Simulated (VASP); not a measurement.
Here is a VASP 6.6.1 calculation.

File INCAR:

```
  PREC = Accurate
  ENCUT = 520
  EDIFF = 1E-6
  ISMEAR = 0
  SIGMA = 0.01
  LREAL = False
  LASPH = True
  NELM = 100
  ALGO = Normal
  ISIF = 2
  LWAVE = False
  LCHARG = True
  LELF = True
  LVHAR = True
  NBANDS = 22
```

KPOINTS

```
regular mesh
0
Gamma
  6 6 4
```

POSCAR

```
LiTlSe2
1.0
    4.2639248188      0.0000000000      0.0000000000
    0.0000000000      4.2639248188      0.0000000000
    0.0000000000      0.0000000000      5.9802485742
Li Se Tl
1 2 1
Direct
    0.0000000000      0.0000000000      0.0000000000
    0.0000000000      0.5000000000      0.2292133877
    0.5000000000      0.0000000000      0.7707866123
    0.5000000000      0.5000000000      0.5000000000
```

Potentials or basis: VASP PAW LDA potentials, release 64 (Li_sv, Se, Tl_d).

Launch:

```bash
$ cat potpaw_LDA.64/Li_sv/POTCAR potpaw_LDA.64/Se/POTCAR potpaw_LDA.64/Tl_d/POTCAR > POTCAR
$ mpirun -np 1 vasp_std > vasp.out
```

(1) Estimate the band gap on the k mesh.

(2) What does it give for the largest force?

Results:

(1) 0.30 eV.

(2) 0.030 eV/Å.

Caveat: spin-orbit coupling is left out, which moves the levels of the heavy elements.
